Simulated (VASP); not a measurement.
# TiO2 (Pbcn) in VASP: further runs

TiO2 is run at these levels: PBE; tasks: single point.

All numbers are computed with VASP 6.6.1; they aren't measurements. Logs are shortened: lines on timing, memory, paths and dates and some standing lists are left out, and cuts for length are marked.

## 1. The cell of the first run

It takes space group Pbcn (No. 60, orthorhombic). The conventional cell has a = 4.573 Å, b = 5.573 Å, c = 4.929 Å, α = 90.00°, β = 90.00°, γ = 90.00°. Ti (site symmetry 2) has 6 O at 1.88 to 2.13 Å within 2.5 Å. O (site symmetry 1) has 3 Ti at 1.88 to 2.13 Å within 2.5 Å.

## 2. Single point, PBE

INCAR

```
ALGO = Normal
EDIFF = 1E-6
ENCUT = 520
GGA = PE
ISIF = 2
ISMEAR = 0
LASPH = True
LCHARG = True
LELF = True
LREAL = False
LVHAR = True
LWAVE = False
NBANDS = 60
NELM = 80
PREC = Accurate
SIGMA = 0.1
```

KPOINTS

```
k-points
0
Gamma
  4 4 4
```

POSCAR

```
TiO2
1.0
    4.5731856479      0.0000000000      0.0000000000
    0.0000000000      5.5729851792      0.0000000000
    0.0000000000      0.0000000000      4.9291582683
Ti O
4 8
Direct
    0.0000000000      0.1767443651      0.2500000000
    0.5000000000      0.3232556349      0.7500000000
    0.0000000000      0.8232556349      0.7500000000
    0.5000000000      0.6767443651      0.2500000000
    0.2710125443      0.3801960582      0.4190259693
    0.2289874557      0.1198039418      0.9190259693
    0.7710125443      0.1198039418      0.5809740307
    0.7289874557      0.3801960582      0.0809740307
    0.7289874557      0.6198039418      0.5809740307
    0.7710125443      0.8801960582      0.0809740307
    0.2289874557      0.8801960582      0.4190259693
    0.2710125443      0.6198039418      0.9190259693
```

Potentials or basis: VASP PAW PBE potentials, release 64 (Ti_sv, O).

The run is started by

```console
$ cat potpaw_PBE.64/Ti_sv/POTCAR potpaw_PBE.64/O/POTCAR > POTCAR
$ mpirun -np 1 vasp_std > vasp.out
```

OUTCAR:

```text
EDIFF = 1E-6
   ENCUT = 520
   GGA = PE
   ISIF = 2
   ISMEAR = 0
   LASPH = True
   LREAL = False
   NELM = 80
   PREC = Accurate

 ion  position               nearest neighbor table
   1  0.000  0.177  0.250-   5 1.88   8 1.88   7 1.96   6 1.96  10 2.13  11 2.13
   2  0.500  0.323  0.750-   6 1.88   7 1.88   5 1.96   8 1.96   9 2.13  12 2.13
   3  0.000  0.823  0.750-   9 1.88  12 1.88  11 1.96  10 1.96   6 2.13   7 2.13
   4  0.500  0.677  0.250-  10 1.88  11 1.88   9 1.96  12 1.96   5 2.13   8 2.13
   5  0.271  0.380  0.419-   1 1.88   2 1.96   4 2.13
   6  0.229  0.120  0.919-   2 1.88   1 1.96   3 2.13
   7  0.771  0.120  0.581-   2 1.88   1 1.96   3 2.13
   8  0.729  0.380  0.081-   1 1.88   2 1.96   4 2.13
   9  0.729  0.620  0.581-   3 1.88   4 1.96   2 2.13
  10  0.771  0.880  0.081-   4 1.88   3 1.96   1 2.13
  11  0.229  0.880  0.419-   4 1.88   3 1.96   1 2.13
  12  0.271  0.620  0.919-   3 1.88   4 1.96   2 2.13

  LATTYP: Found a simple orthorhombic cell.
 ALAT       =     4.5731856479
 B/A-ratio  =     1.0778390924
 C/A-ratio  =     1.2186221178

  Lattice vectors:

 A1 = (  -4.5731856479,   0.0000000000,   0.0000000000)
 A2 = (   0.0000000000,   0.0000000000,   4.9291582683)
 A3 = (   0.0000000000,   5.5729851792,   0.0000000000)

Analysis of symmetry for initial positions (statically):
=====================================================================
 Subroutine PRICEL returns:
 Original cell was already a primitive cell.

 Routine SETGRP: Setting up the symmetry group for a
 simple orthorhombic supercell.

 Subroutine GETGRP returns: Found  8 space group operations
 (whereof  2 operations were pure point group operations)
 out of a pool of  8 trial point group operations.

The static configuration has the point symmetry S_2 .
 The point group associated with its full space group is D_2h.

Analysis of symmetry for dynamics (positions and initial velocities):
=====================================================================
 Subroutine PRICEL returns:
 Original cell was already a primitive cell.

 Routine SETGRP: Setting up the symmetry group for a
 simple orthorhombic supercell.

 Subroutine GETGRP returns: Found  8 space group operations
 (whereof  2 operations were pure point group operations)
 out of a pool of  8 trial point group operations.

The dynamic configuration has the point symmetry S_2 .
 The point group associated with its full space group is D_2h.

 Subroutine INISYM returns: Found  8 space group operations
 (whereof  2 operations are pure point group operations),
 and found     1 'primitive' translations

----------------------------------------------------------------------------------------

                                     Primitive cell

  volume of cell :     125.6260

  direct lattice vectors                    reciprocal lattice vectors
     4.573185648  0.000000000  0.000000000     0.218665953  0.000000000  0.000000000
     0.000000000  5.572985179  0.000000000     0.000000000  0.179437046  0.000000000
     0.000000000  0.000000000  4.929158268     0.000000000  0.000000000  0.202874395

  length of vectors
     4.573185648  5.572985179  4.929158268     0.218665953  0.179437046  0.202874395

  position of ions in fractional coordinates (direct lattice)
     0.000000000  0.176744365  0.250000000
     0.500000000  0.323255635  0.750000000
     0.000000000  0.823255635  0.750000000
     0.500000000  0.676744365  0.250000000
     0.271012544  0.380196058  0.419025969
     0.228987456  0.119803942  0.919025969
     0.771012544  0.119803942  0.580974031
     0.728987456  0.380196058  0.080974031
     0.728987456  0.619803942  0.580974031
     0.771012544  0.880196058  0.080974031
     0.228987456  0.880196058  0.419025969
     0.271012544  0.619803942  0.919025969

  ion indices of the primitive-cell ions
   primitive index   ion index
                 1           1
                 2           2
                 3           3
                 4           4
                 5           5
                 6           6
                 7           7
                 8           8
                 9           9
                10          10
                11          11
                12          12

----------------------------------------------------------------------------------------

 KPOINTS: k-points

Automatic generation of k-mesh.
 Grid dimensions read from file:
 generate k-points for:    4    4    4

 Generating k-lattice:

  Cartesian coordinates                     Fractional coordinates (reciprocal lattice)
     0.054666488  0.000000000  0.000000000     0.250000000  0.000000000  0.000000000
     0.000000000  0.044859262  0.000000000     0.000000000  0.250000000  0.000000000
     0.000000000  0.000000000  0.050718599     0.000000000  0.000000000  0.250000000

  Length of vectors
     0.054666488  0.044859262  0.050718599

  Shift w.r.t. Gamma in fractional coordinates (k-lattice)
     0.000000000  0.000000000  0.000000000

 Subroutine IBZKPT returns following result:
 ===========================================

 Found     27 irreducible k-points:

 Following reciprocal coordinates:
            Coordinates               Weight
  0.000000  0.000000  0.000000      1.000000
  0.250000  0.000000  0.000000      2.000000
  0.500000  0.000000  0.000000      1.000000
  0.000000  0.250000  0.000000      2.000000
  0.250000  0.250000  0.000000      4.000000
  0.500000  0.250000  0.000000      2.000000
[... 16 lines left out ...]
  0.250000  0.250000  0.500000      4.000000
  0.500000  0.250000  0.500000      2.000000
 [... further k-points ...]
   k-points           NKPTS =     27   k-points in BZ     NKDIM =     27   number of bands    NBANDS=     60
   number of dos      NEDOS =    301   number of ions     NIONS =     12
   total plane-waves  NPLWV =  60480
   dimension x,y,z NGX =    36 NGY =   42 NGZ =   40
   dimension x,y,z NGXF=    72 NGYF=   84 NGZF=   80
   ions per type =               4   8
   NGX,Y,Z   is equivalent  to a cutoff of  13.09, 12.53, 13.49 a.u.
   NGXF,Y,Z  is equivalent  to a cutoff of  26.17, 25.06, 26.98 a.u.
 SYSTEM =  unknown system
   PREC   = accura    normal or accurate (medium, high low for compatibility)
   ISTART =      0    job   : 0-new  1-cont  2-samecut
   ICHARG =      2    charge: 1-file 2-atom 10-const
   ISPIN  =      1    spin polarized calculation?
   LNONCOLLINEAR =      F non collinear calculations
   LSORBIT =      F    spin-orbit coupling
   LASPH  =      T    aspherical Exc in radial PAW
   ENCUT  =  520.0 eV  38.22 Ry    6.18 a.u.   8.50 10.36  9.16*2*pi/ulx,y,z
   NELM   =     80;   NELMIN=  2; NELMDL= -5     # of ELM steps
   EDIFF  = 0.1E-05   stopping-criterion for ELM
   LREAL  =      F    real-space projection
   EDIFFG = 0.1E-04   stopping-criterion for IOM
   NSW    =      0    number of steps for IOM
   IBRION =     -1    ionic relax: 0-MD 1-quasi-New 2-CG
   NFREE  =      0    steps in history (QN), initial steepest desc. (CG)
   ISIF   =      2    stress and relaxation
   ISYM   =      2    0-nonsym 1-usesym 2-fastsym
   POTIM  = 0.5000    time-step for ionic-motion
   TEBEG  =    0.0;   TEEND  =   0.0 temperature during run
   PSTRESS=    0.0 pullay stress
   NELECT =      96.0000    total number of electrons
   NUPDOWN=      -1.0000    fix difference up-down
   EMIN   =  10.00;   EMAX   =-10.00  energy-range for DOS
   EFERMI =   0.00;   METHOD = LEGACY
   ISMEAR =     0;   SIGMA  =   0.10  broadening in eV -4-tet -1-fermi 0-gaus
   EFERMI_NEDOS =   21; number of points for ismear=-14 and -15
   IALGO  =     38    algorithm
   IMIX   =      4    mixing-type and parameters
     AMIX     =   0.40;   BMIX     =  1.00
     AMIX_MAG =   1.60;   BMIX_MAG =  1.00
  volume/ion in A,a.u.               =      10.47        70.65
  Fermi-wavevector in a.u.,A,eV,Ry     =   1.496714  2.828379 30.479119  2.240152
  Thomas-Fermi vector in A             =   2.608695
   LORBIT       =      0    0 simple, 1 ext, 2 COOP (PROOUT), +10 PAW based schemes
   GGA     = PE    functional components
   LHFCALC =     F    Hartree Fock is set to
   AEXX    =    0.0000 exact exchange contribution
   IVDW    =     0    specifies the selected vdW correction
   LEPSILON=     F    determine dielectric tensor
   LRPA    =     F    only Hartree local field effects (RPA)
 non-spin polarized calculation
 Gauss-broadening in eV      SIGMA  =   0.10
  energy-cutoff  :      520.00
  volume of cell :      125.63
 maximum number of plane-waves:      3404
 NGX is ok and might be reduce to    36
   NGX = 17   NGY = 21   NGZ = 19

 number of electron      95.9999992 magnetization

 Free energy of the ion-electron system (eV)
  ---------------------------------------------------
  ext. energy  EPLUGINS =         0.00000000
  ---------------------------------------------------
  free energy    TOTEN  =      -107.40757236 eV

  energy without entropy =     -107.40757236  energy(sigma->0) =     -107.40757236

 E-fermi :   4.9651     XC(G=0): -11.4152

 val. band max:        4.4126163545   @ k =   0.0000   0.0000   0.0000
 cond. band min:       7.0024679951   @ k =   0.0000   0.0000   0.5000
 fundamental gap:      2.5898516406
 Fermi energy:         4.9650510770

 k-point     1 :       0.0000    0.0000    0.0000
  band No.  band energies     occupation
      1     -52.0438      2.00000
      2     -52.0234      2.00000
      3     -52.0188      2.00000
      4     -52.0127      2.00000
      5     -28.4541      2.00000
      6     -28.3902      2.00000
[... 52 lines left out ...]
     59       8.7890      0.00000
     60       9.0434      0.00000

 k-point     2 :       0.2500    0.0000    0.0000
  band No.  band energies     occupation
      1     -52.0408      2.00000
      2     -52.0264      2.00000
      3     -52.0179      2.00000
      4     -52.0136      2.00000
      5     -28.4316      2.00000
      6     -28.3777      2.00000
[... 52 lines left out ...]
     59       8.5843      0.00000
     60       8.7288      0.00000

 k-point     3 :       0.5000    0.0000    0.0000
  band No.  band energies     occupation
      1     -52.0336      2.00000
      2     -52.0336      2.00000
      3     -52.0157      2.00000
      4     -52.0157      2.00000
      5     -28.3771      2.00000
      6     -28.3771      2.00000
[... 1312 lines left out ...]
     59       8.7387      0.00000
     60       8.7387      0.00000

 k-point    24 :       0.5000    0.2500    0.5000
  band No.  band energies     occupation
      1     -52.0246      2.00000
      2     -52.0246      2.00000
      3     -52.0246      2.00000
      4     -52.0246      2.00000
      5     -28.4010      2.00000
      6     -28.4010      2.00000
[... 52 lines left out ...]
     59       8.3608      0.00000
     60       8.3608      0.00000

 [... further k-points ...]

------------------------ aborting loop because EDIFF is reached ----------------------------------------

  FORCE on cell =-STRESS in cart. coord.  units (eV):
  Direction    XX          YY          ZZ          XY          YZ          ZX
  --------------------------------------------------------------------------------------
  -------------------------------------------------------------------------------------
  Total        0.7414155      0.5633503      0.5277741      0.0000000      0.0000000     -0.0000000
  in kB        9.4556798      7.1847166      6.7309941      0.0000000      0.0000000     -0.0000000
  external PRESSURE =       7.7904635 kB  Pullay stress =       0.0000000 kB

 VOLUME and BASIS-vectors are now :
 -----------------------------------------------------------------------------
  energy-cutoff  :      520.00
  volume of cell :      125.63
      direct lattice vectors                 reciprocal lattice vectors
     4.573185648  0.000000000  0.000000000     0.218665953  0.000000000  0.000000000
     0.000000000  5.572985179  0.000000000     0.000000000  0.179437046  0.000000000
     0.000000000  0.000000000  4.929158268     0.000000000  0.000000000  0.202874395

 POSITION                                       TOTAL-FORCE (eV/Angst)
 -----------------------------------------------------------------------------------
      0.00000      0.98499      1.23229        -0.000000     -0.033270      0.000000
      2.28659      1.80150      3.69687        -0.000000      0.033270      0.000000
      0.00000      4.58799      3.69687        -0.000000      0.033270      0.000000
      2.28659      3.77149      1.23229        -0.000000     -0.033270      0.000000
      1.23939      2.11883      2.06545         0.020445      0.039825     -0.002075
      1.04720      0.66767      4.53002        -0.020445     -0.039825     -0.002075
      3.52598      0.66767      2.86371         0.020445     -0.039825      0.002075
      3.33379      2.11883      0.39913        -0.020445      0.039825      0.002075
      3.33379      3.45416      2.86371        -0.020445     -0.039825      0.002075
      3.52598      4.90532      0.39913         0.020445      0.039825      0.002075
      1.04720      4.90532      2.06545        -0.020445      0.039825     -0.002075
      1.23939      3.45416      4.53002         0.020445     -0.039825     -0.002075
 -----------------------------------------------------------------------------------
    total drift:                               -0.000000      0.000000      0.000000

  FREE ENERGIE OF THE ION-ELECTRON SYSTEM (eV)
  ---------------------------------------------------
  free  energy   TOTEN  =      -107.4075723582 eV

  energy  without entropy=     -107.4075723582  energy(sigma->0) =     -107.40757236
```

Run time: 2.1 min. Hardware: 1 thread of AMD EPYC 9R45 (Zen 5), shared host; peak memory 0.27 GiB.

What came out:

| Item | Value |
| --- | --- |
| Free energy | -107.4076 eV |
| Pressure | 0.8 GPa |
| Largest force | 0.045 eV/Å |
| Band gap on the k mesh | 2.59 eV (least direct gap 2.64 eV) |

Forces in eV/Å, atoms in the order of the input:
```
Ti   0.000 -0.033  0.000
Ti   0.000  0.033  0.000
Ti   0.000  0.033  0.000
Ti   0.000 -0.033  0.000
O    0.020  0.040 -0.002
O   -0.020 -0.040 -0.002
O    0.020 -0.040  0.002
O   -0.020  0.040  0.002
O   -0.020 -0.040  0.002
O    0.020  0.040  0.002
O   -0.020  0.040 -0.002
O    0.020 -0.040 -0.002
```

Stress tensor (GPa, compression positive):
```
0.95 0.00 0.00
0.00 0.72 0.00
0.00 0.00 0.67
```

A k mesh can miss the band edges.

(Continued in part 2 of 2.)
